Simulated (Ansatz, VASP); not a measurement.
**Os: VASP beside Ansatz**

```xyz
3
Lattice="4.4468 0.0000 0.0000 -2.2234 3.8510 0.0000 0.0000 0.0000 2.7998" Properties=species:S:1:pos:R:3 pbc="T T T"
Os    2.2234    3.8510    0.0000
Os    0.0000    2.5673    1.3999
Os    2.2234    1.2837    1.3999
```

Alike in both runs: task single point; functional revPBE; k mesh 10 × 10 × 13; occupations fermi-dirac, width 0.1 eV; no spin polarisation.

|  | VASP | Ansatz |
| --- | --- | --- |
| version | VASP 6.6.1 | Ansatz 0.2.0 |
| potentials or method | VASP PAW PBE potentials, release 64 (Os), cutoff 520 eV | plane waves (420 eV) with PAW, scalar-relativistic |
| valence electrons in the cell | 24 | 48 |

Ansatz gave:

- pressure (GPa): -23.1
- traceless stress, the component that is largest in VASP (GPa): 2.68

**Question.** What did VASP give for the same quantities?

**Answer.** Pressure (GPa): -23.7; traceless stress, the component that is largest in VASP (GPa): 2.82.

VASP's potentials were made for PBE, not for revPBE. The functional is the same, so the differences come from potentials, cutoffs and numerics. VASP's potentials hold 24 valence electrons a cell and Ansatz's 48, so a difference there can come from the potentials and not from the codes.

Spin-orbit coupling is off throughout.
